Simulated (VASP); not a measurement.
# AlN (P6_3/mmc) in VASP: further runs

Runs on AlN. Level: PBEsol. Tasks: single point.

Everything below comes from runs of VASP 6.6.1. Logs are shortened: lines on timing, memory, paths and dates and some standing lists are left out, and cuts for length are marked.

## 1. The cell of the first run

Symmetry: P6_3/mmc, No. 194, hexagonal system. Conventional cell: a = 3.262 Å, b = 3.262 Å, c = 4.181 Å, α = 90.00°, β = 90.00°, γ = 120.00°. Al (site symmetry -6m2) has 5 N at 1.88 to 2.09 Å within 2.5 Å. Within 2.5 Å of N (site symmetry -6m2) lie 5 Al at 1.88 to 2.09 Å.

## 2. Single point, PBEsol

Input file INCAR:

```
SYSTEM = AlN
ALGO = Normal
EDIFF = 1E-6
ENCUT = 520
GGA = PS
ISIF = 2
ISMEAR = 0
LASPH = .True.
LCHARG = .False.
LREAL = .False.
LWAVE = .False.
NBANDS = 16
NELM = 80
PREC = Accurate
SIGMA = 0.05
```

Input file KPOINTS:

```
k-points
0
Gamma
  9 9 6
  0 0 0
```

Input file POSCAR:

```
AlN
1.0
    3.2618000000      0.0000000000      0.0000000000
   -1.6309000000      2.8248016620      0.0000000000
    0.0000000000      0.0000000000      4.1814000000
Al N
2 2
Direct
    0.3333333333      0.6666666667      0.7500000000
    0.6666666667      0.3333333333      0.2500000000
    0.3333333333      0.6666666667      0.2500000000
    0.6666666667      0.3333333333      0.7500000000
```

Potentials or basis: VASP PAW PBE potentials, release 64 (Al, N).

Command:

```sh
$ cat potpaw_PBE.64/Al/POTCAR potpaw_PBE.64/N/POTCAR > POTCAR
$ mpirun -np 1 vasp_std > vasp.out
```

OUTCAR:

```text
SYSTEM = AlN
   EDIFF = 1E-6
   ENCUT = 520
   GGA = PS
   ISIF = 2
   ISMEAR = 0
   LASPH = .True.
   LREAL = .False.
   NELM = 80
   PREC = Accurate

 ion  position               nearest neighbor table
   1  0.333  0.667  0.750-   4 1.88   4 1.88   4 1.88   3 2.09   3 2.09   2 2.81   2 2.81   2 2.81
                             2 2.81   2 2.81   2 2.81
   2  0.667  0.333  0.250-   3 1.88   3 1.88   3 1.88   4 2.09   4 2.09   1 2.81   1 2.81   1 2.81
                             1 2.81   1 2.81   1 2.81
   3  0.333  0.667  0.250-   2 1.88   2 1.88   2 1.88   1 2.09   1 2.09
   4  0.667  0.333  0.750-   1 1.88   1 1.88   1 1.88   2 2.09   2 2.09

  LATTYP: Found a hexagonal cell.
 ALAT       =     3.2618000000
 C/A-ratio  =     1.2819302226

  Lattice vectors:

 A1 = (   3.2618000000,   0.0000000000,   0.0000000000)
 A2 = (  -1.6309000000,   2.8248016620,   0.0000000000)
 A3 = (   0.0000000000,   0.0000000000,   4.1814000000)

Analysis of symmetry for initial positions (statically):
=====================================================================
 Subroutine PRICEL returns:
 Original cell was already a primitive cell.

 Routine SETGRP: Setting up the symmetry group for a
 hexagonal supercell.

 Subroutine GETGRP returns: Found 24 space group operations
 (whereof 12 operations were pure point group operations)
 out of a pool of 24 trial point group operations.

The static configuration has the point symmetry D_3d.
 The point group associated with its full space group is D_6h.

Analysis of symmetry for dynamics (positions and initial velocities):
=====================================================================
 Subroutine PRICEL returns:
 Original cell was already a primitive cell.

 Routine SETGRP: Setting up the symmetry group for a
 hexagonal supercell.

 Subroutine GETGRP returns: Found 24 space group operations
 (whereof 12 operations were pure point group operations)
 out of a pool of 24 trial point group operations.

The dynamic configuration has the point symmetry D_3d.
 The point group associated with its full space group is D_6h.

 Subroutine INISYM returns: Found 24 space group operations
 (whereof 12 operations are pure point group operations),
 and found     1 'primitive' translations

----------------------------------------------------------------------------------------

                                     Primitive cell

  volume of cell :      38.5272

  direct lattice vectors                    reciprocal lattice vectors
     3.261800000  0.000000000  0.000000000     0.306579189  0.177003578  0.000000000
    -1.630900000  2.824801662  0.000000000     0.000000000  0.354007155  0.000000000
     0.000000000  0.000000000  4.181400000     0.000000000  0.000000000  0.239154350

  length of vectors
     3.261800000  3.261800000  4.181400000     0.354007155  0.354007155  0.239154350

  position of ions in fractional coordinates (direct lattice)
     0.333333333  0.666666667  0.750000000
     0.666666667  0.333333333  0.250000000
     0.333333333  0.666666667  0.250000000
     0.666666667  0.333333333  0.750000000

  ion indices of the primitive-cell ions
   primitive index   ion index
                 1           1
                 2           2
                 3           3
                 4           4

----------------------------------------------------------------------------------------

 KPOINTS: k-points

Automatic generation of k-mesh.
 Grid dimensions read from file:
 generate k-points for:    9    9    6

 Generating k-lattice:

  Cartesian coordinates                     Fractional coordinates (reciprocal lattice)
     0.034064354  0.019667064  0.000000000     0.111111111  0.000000000  0.000000000
     0.000000000  0.039334128  0.000000000     0.000000000  0.111111111  0.000000000
     0.000000000  0.000000000  0.039859058     0.000000000  0.000000000  0.166666667

  Length of vectors
     0.039334128  0.039334128  0.039859058

  Shift w.r.t. Gamma in fractional coordinates (k-lattice)
     0.000000000  0.000000000  0.000000000

 Subroutine IBZKPT returns following result:
 ===========================================

 Found     48 irreducible k-points:

 Following reciprocal coordinates:
            Coordinates               Weight
  0.000000  0.000000  0.000000      1.000000
  0.111111 -0.000000  0.000000      6.000000
  0.222222 -0.000000  0.000000      6.000000
  0.333333 -0.000000  0.000000      6.000000
  0.444444 -0.000000  0.000000      6.000000
  0.111111  0.111111  0.000000      6.000000
[... 16 lines left out ...]
  0.333333  0.222222  0.166667     24.000000
  0.333333  0.333333  0.166667      4.000000
 [... further k-points ...]
   k-points           NKPTS =     48   k-points in BZ     NKDIM =     48   number of bands    NBANDS=     16
   number of dos      NEDOS =    301   number of ions     NIONS =      4
   total plane-waves  NPLWV =  18432
   dimension x,y,z NGX =    24 NGY =   24 NGZ =   32
   dimension x,y,z NGXF=    48 NGYF=   48 NGZF=   64
   ions per type =               2   2
   NGX,Y,Z   is equivalent  to a cutoff of  12.23, 12.23, 12.72 a.u.
   NGXF,Y,Z  is equivalent  to a cutoff of  24.46, 24.46, 25.45 a.u.
 SYSTEM =  AlN
   PREC   = accura    normal or accurate (medium, high low for compatibility)
   ISTART =      0    job   : 0-new  1-cont  2-samecut
   ICHARG =      2    charge: 1-file 2-atom 10-const
   ISPIN  =      1    spin polarized calculation?
   LNONCOLLINEAR =      F non collinear calculations
   LSORBIT =      F    spin-orbit coupling
   LASPH  =      T    aspherical Exc in radial PAW
   ENCUT  =  520.0 eV  38.22 Ry    6.18 a.u.   6.06  6.06  7.77*2*pi/ulx,y,z
   NELM   =     80;   NELMIN=  2; NELMDL= -5     # of ELM steps
   EDIFF  = 0.1E-05   stopping-criterion for ELM
   LREAL  =      F    real-space projection
   EDIFFG = 0.1E-04   stopping-criterion for IOM
   NSW    =      0    number of steps for IOM
   IBRION =     -1    ionic relax: 0-MD 1-quasi-New 2-CG
   NFREE  =      0    steps in history (QN), initial steepest desc. (CG)
   ISIF   =      2    stress and relaxation
   ISYM   =      2    0-nonsym 1-usesym 2-fastsym
   POTIM  = 0.5000    time-step for ionic-motion
   TEBEG  =    0.0;   TEEND  =   0.0 temperature during run
   PSTRESS=    0.0 pullay stress
   NELECT =      16.0000    total number of electrons
   NUPDOWN=      -1.0000    fix difference up-down
   EMIN   =  10.00;   EMAX   =-10.00  energy-range for DOS
   EFERMI =   0.00;   METHOD = LEGACY
   ISMEAR =     0;   SIGMA  =   0.05  broadening in eV -4-tet -1-fermi 0-gaus
   EFERMI_NEDOS =   21; number of points for ismear=-14 and -15
   IALGO  =     38    algorithm
   IMIX   =      4    mixing-type and parameters
     AMIX     =   0.40;   BMIX     =  1.00
     AMIX_MAG =   1.60;   BMIX_MAG =  1.00
  volume/ion in A,a.u.               =       9.63        65.00
  Fermi-wavevector in a.u.,A,eV,Ry     =   1.221403  2.308118 20.297532  1.491826
  Thomas-Fermi vector in A             =   2.356587
   LORBIT       =      0    0 simple, 1 ext, 2 COOP (PROOUT), +10 PAW based schemes
   GGA     = PS    functional components
   LHFCALC =     F    Hartree Fock is set to
   AEXX    =    0.0000 exact exchange contribution
   IVDW    =     0    specifies the selected vdW correction
   LEPSILON=     F    determine dielectric tensor
   LRPA    =     F    only Hartree local field effects (RPA)
 non-spin polarized calculation
 Gauss-broadening in eV      SIGMA  =   0.05
  energy-cutoff  :      520.00
  volume of cell :       38.53
 maximum number of plane-waves:      1056
   NGX = 13   NGY = 13   NGZ = 15

 number of electron      16.0000001 magnetization

 Free energy of the ion-electron system (eV)
  ---------------------------------------------------
  ext. energy  EPLUGINS =         0.00000000
  ---------------------------------------------------
  free energy    TOTEN  =       -30.92960040 eV

  energy without entropy =      -30.92960040  energy(sigma->0) =      -30.92960040

 E-fermi :   8.5352     XC(G=0): -11.4977

 val. band max:        8.2809193185   @ k =   0.0000   0.0000   0.0000
 cond. band min:      11.6744037579   @ k =   0.0000   0.0000   0.0000
 fundamental gap:      3.3934844394
 Fermi energy:         8.5352319848

 k-point     1 :       0.0000    0.0000    0.0000
  band No.  band energies     occupation
      1      -8.7861      2.00000
      2      -5.0293      2.00000
      3       1.0792      2.00000
      4       4.8968      2.00000
      5       4.8968      2.00000
      6       6.5247      2.00000
[... 8 lines left out ...]
     15      20.0715      0.00000
     16      20.2314      0.00000

 k-point     2 :       0.1111   -0.0000    0.0000
  band No.  band energies     occupation
      1      -8.6380      2.00000
      2      -5.0177      2.00000
      3       1.2377      2.00000
      4       4.3691      2.00000
      5       4.6901      2.00000
      6       6.0257      2.00000
[... 8 lines left out ...]
     15      19.6171      0.00000
     16      20.0081      0.00000

 k-point     3 :       0.2222   -0.0000    0.0000
  band No.  band energies     occupation
      1      -8.2127      2.00000
      2      -5.0323      2.00000
      3       1.7003      2.00000
      4       3.2283      2.00000
      5       4.2708      2.00000
      6       5.1007      2.00000
[... 8 lines left out ...]
     15      18.6093      0.00000
     16      20.6835      0.00000

 k-point     4 :       0.3333   -0.0000    0.0000
  band No.  band energies     occupation
      1      -7.5806      2.00000
      2      -5.1966      2.00000
      3       2.1783      2.00000
      4       2.4137      2.00000
      5       3.8918      2.00000
      6       4.2819      2.00000
[... 8 lines left out ...]
     15      19.8334      0.00000
     16      21.1429      0.00000
[... 324 lines left out ...]
 k-point    22 :       0.2222    0.2222    0.1667
  band No.  band energies     occupation
      1      -7.1028      2.00000
      2      -5.4255      2.00000
      3       1.8103      2.00000
      4       2.1431      2.00000
      5       3.8876      2.00000
      6       4.3244      2.00000
[... 8 lines left out ...]
     15      20.2195      0.00000
     16      21.6064      0.00000

 k-point    23 :       0.3333    0.2222    0.1667
  band No.  band energies     occupation
      1      -6.5224      2.00000
      2      -5.6949      2.00000
      3       1.4722      2.00000
      4       2.2952      2.00000
      5       3.0729      2.00000
      6       4.8665      2.00000
[... 8 lines left out ...]
     15      20.0244      0.00000
     16      21.7613      0.00000

 k-point    24 :       0.3333    0.3333    0.1667
  band No.  band energies     occupation
      1      -6.0498      2.00000
      2      -6.0498      2.00000
      3       1.4638      2.00000
      4       2.5344      2.00000
      5       2.5344      2.00000
      6       5.0009      2.00000
[... 8 lines left out ...]
     15      19.5450      0.00000
     16      21.4883      0.00000

 [... further k-points ...]

------------------------ aborting loop because EDIFF is reached ----------------------------------------

  FORCE on cell =-STRESS in cart. coord.  units (eV):
  Direction    XX          YY          ZZ          XY          YZ          ZX
  --------------------------------------------------------------------------------------
  -------------------------------------------------------------------------------------
  Total        1.3724682      1.3724682      0.0688064      0.0000000      0.0000000     -0.0000000
  in kB       57.0749937     57.0749937      2.8613591      0.0000000      0.0000000     -0.0000000
  external PRESSURE =      39.0037822 kB  Pullay stress =       0.0000000 kB

 VOLUME and BASIS-vectors are now :
 -----------------------------------------------------------------------------
  energy-cutoff  :      520.00
  volume of cell :       38.53
      direct lattice vectors                 reciprocal lattice vectors
     3.261800000  0.000000000  0.000000000     0.306579189  0.177003578  0.000000000
    -1.630900000  2.824801662  0.000000000     0.000000000  0.354007155  0.000000000
     0.000000000  0.000000000  4.181400000     0.000000000  0.000000000  0.239154350

 POSITION                                       TOTAL-FORCE (eV/Angst)
 -----------------------------------------------------------------------------------
     -0.00000      1.88320      3.13605        -0.000000      0.000000      0.000000
      1.63090      0.94160      1.04535         0.000000     -0.000000      0.000000
     -0.00000      1.88320      1.04535        -0.000000     -0.000000      0.000000
      1.63090      0.94160      3.13605         0.000000      0.000000      0.000000
 -----------------------------------------------------------------------------------
    total drift:                               -0.000000      0.000000     -0.000000

  FREE ENERGIE OF THE ION-ELECTRON SYSTEM (eV)
  ---------------------------------------------------
  free  energy   TOTEN  =       -30.9296004041 eV

  energy  without entropy=      -30.9296004041  energy(sigma->0) =      -30.92960040
```

Wall time 33 s (1 thread of Intel Xeon Platinum 8259CL at 2.50GHz (Skylake/Cascade Lake), shared host); peak memory 0.15 GiB.

Results:

```
Free energy            : -30.9296 eV
Pressure               : 3.9 GPa
Band gap on the k mesh : 3.39 eV, direct
```

Caveat: the PAW data sets were made with another functional, which shifts forces and pressure a little. A hybrid or GW would open this gap; PBEsol tends to underestimate it.

## 3. Single point, PBEsol

This run uses another cell than the first one, of 9.72 Å³/atom, 1.009 times its volume.

Input file INCAR:

```
SYSTEM = AlN
PREC     = Accurate       ! precision mode
ENCUT    = 520            ! plane-wave cutoff, eV
EDIFF    = 1E-7           ! SCF threshold, eV
ISMEAR   = 0              ! smearing method
SIGMA    = 0.05           ! smearing width, eV
LREAL    = .FALSE.        ! projectors in reciprocal space
LASPH    = .TRUE.         ! aspherical terms in the spheres
NELM     = 60             ! most SCF steps
ALGO     = Normal         ! electronic algorithm
ISIF     = 2              ! what is computed and relaxed
LWAVE    = .FALSE.        ! write WAVECAR
LCHARG   = .FALSE.        ! write CHGCAR
GGA      = PS             ! functional
NBANDS   = 16             ! bands
```

Input file KPOINTS:

```
regular mesh
0
G
  9 9 6
  0 0 0
```

Input file POSCAR:

```
AlN
1.0
    3.3609000000      0.0000000000      0.0000000000
   -1.6804500000      2.9106247796      0.0000000000
    0.0000000000      0.0000000000      3.9744000000
Al N
2 2
Direct
    0.3333333333      0.6666666667      0.7500000000
    0.6666666667      0.3333333333      0.2500000000
    0.3333333333      0.6666666667      0.2500000000
    0.6666666667      0.3333333333      0.7500000000
```

Potentials or basis: VASP PAW PBE potentials, release 64 (Al, N).

Command:

```sh
$ cat potpaw_PBE.64/Al/POTCAR potpaw_PBE.64/N/POTCAR > POTCAR
$ mpirun -np 1 vasp_std > vasp.out
```

Run time: 47 s. Hardware: 1 thread of Intel Xeon Platinum 8259CL at 2.50GHz (Skylake/Cascade Lake), shared host; peak memory 0.16 GiB.

The run converged. Its results:

```yaml
Free_energy: -30.8841 eV
Pressure: 1.1 GPa
Band_gap_on_the_k_mesh: 3.53 eV, direct
```

Stress tensor (GPa, compression positive):
```
-3.38  0.00  0.00
 0.00 -3.38  0.00
 0.00  0.00 10.01
```

Levels at points of the mesh, in eV from the valence-band top:
| k point | band 6 | band 7 | band 8 | band 9 | band 10 | band 11 |
| --- | --- | --- | --- | --- | --- | --- |
| (0.00, 0.00, 0.00) | -1.24 | -1.24 | 0.00 | 3.53 | 4.62 | 8.22 |
| (0.00, 0.00, 0.50) | -2.30 | -2.30 | -2.30 | 5.94 | 5.94 | 8.27 |

Caveat: the PAW data sets were made with another functional, which shifts forces and pressure a little. PBEsol gaps usually lie below the measured ones, often by a third to a half.

## 4. Single point, PBEsol

This run uses another cell than the first one, of 9.77 Å³/atom, 1.015 times its volume.

Input file INCAR:

```
ALGO = Normal ; EDIFF = 1E-6
ENCUT = 520 ; GGA = PS
ISIF = 2 ; ISMEAR = 0
LASPH = True ; LCHARG = False
LREAL = False ; LWAVE = False
NBANDS = 16 ; NELM = 80
PREC = Accurate ; SIGMA = 0.05
```

Input file KPOINTS:

```
k-points
0
Gamma
  9 9 6
```

Input file POSCAR:

```
AlN
1.0
    3.2222000000      0.0000000000      0.0000000000
   -1.6111000000      2.7905070561      0.0000000000
    0.0000000000      0.0000000000      4.3470000000
Al N
2 2
Direct
    0.3333333333      0.6666666667      0.7500000000
    0.6666666667      0.3333333333      0.2500000000
    0.3333333333      0.6666666667      0.2500000000
    0.6666666667      0.3333333333      0.7500000000
```

Command:

```sh
$ cat potpaw_PBE.64/Al/POTCAR potpaw_PBE.64/N/POTCAR > POTCAR
$ mpirun -np 1 vasp_std > vasp.out
```

Wall time 29 s (1 thread of Intel Xeon Platinum 8259CL at 2.50GHz (Skylake/Cascade Lake), shared host); peak memory 0.15 GiB.

The run converged. Its results:

```yaml
Free_energy: -30.8592 eV
Pressure: 3.6 GPa
Band_gap_on_the_k_mesh: 3.18 eV, direct
```

Stress tensor (GPa, compression positive):
```
 8.38  0.00  0.00
 0.00  8.38  0.00
 0.00  0.00 -6.04
```

Levels at points of the mesh, in eV from the valence-band top:
```
           k point  band 4  band 5  band 6  band 7  band 8  band 9  band 10  band 11  band 12  band 13
(0.00, 0.00, 0.00)   -3.33   -3.33   -1.97   -1.97    0.00    3.18     4.64     8.46     8.46    11.13
(0.00, 0.00, 0.50)   -3.99   -2.68   -2.68   -2.68   -2.68    5.58     5.58     8.71     8.71     8.71
```

Caveat: the PAW data sets were made with another functional, which shifts forces and pressure a little.

(Continued in part 2 of 2.)
